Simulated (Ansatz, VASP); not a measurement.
# One calculation of Co, two programs

The input INCAR:

```
ALGO = Normal
EDIFF = 1E-6
ENCUT = 600
GGA = PS
GGA_COMPAT = F
ISIF = 2
ISMEAR = -1
LASPH = T
LCHARG = F
LREAL = F
LWAVE = F
NBANDS = 14
NELM = 120
PREC = Accurate
SIGMA = 0.1
```

KPOINTS

```
k-points
0
Gamma
  26 26 26
```

The input POSCAR:

```
Co
1.0
   -1.3448024107      1.3448024107      1.3448024107
    1.3448024107     -1.3448024107      1.3448024107
    1.3448024107      1.3448024107     -1.3448024107
Co
1
Direct
    0.0000000000      0.0000000000      0.0000000000
```

Input for Ansatz:

```yaml
crystal:
  lattice:
    - [-1.3448024107, 1.3448024107, 1.3448024107]
    - [1.3448024107, -1.3448024107, 1.3448024107]
    - [1.3448024107, 1.3448024107, -1.3448024107]
  atoms:
    - { symbol: Co, position: [0.0, 0.0, 0.0] }
hamiltonian:
  xc: pbesol
  pseudopotentials:
    kind: paw
    azcp:
      Co: "pseudopotentials/Co.paw.azcp"
basis:
  ecutwfc: 420
  fft_grid_basis: typed
kpoints:
  mp_grid: { grid: [26, 26, 26], shift: [0, 0, 0] }
magnetization:
  spin_polarized: false
scf:
  occupations: { method: fermi_dirac, width: 0.1 }
output:
  stress: true
  write_density: true
  write_potential: true
  elf: true
  volumetric_format: npy
```

Alike in both runs: task single point; functional PBEsol; k mesh 26 × 26 × 26; occupations fermi-dirac, width 0.1 eV; no spin polarisation.

|  | VASP | Ansatz |
| --- | --- | --- |
| version | VASP 6.6.1 | Ansatz 0.2.0 |
| potentials or method | VASP PAW PBE potentials, release 64 (Co_sv), cutoff 600 eV | plane waves (420 eV) with PAW, scalar-relativistic |
| valence electrons in the cell | 17 | 17 |

Ansatz gave:

* pressure (GPa): 12.1

Task: Which values does VASP return?

Result: Pressure (GPa): 8.0.

VASP's potentials were made for PBE, not for PBEsol, and Ansatz warns of the same on its side. One of these differences is far larger than is usual between the two programs; its cause wasn't traced. With one functional, cell and mesh, what is left measures potentials, basis and numerics.
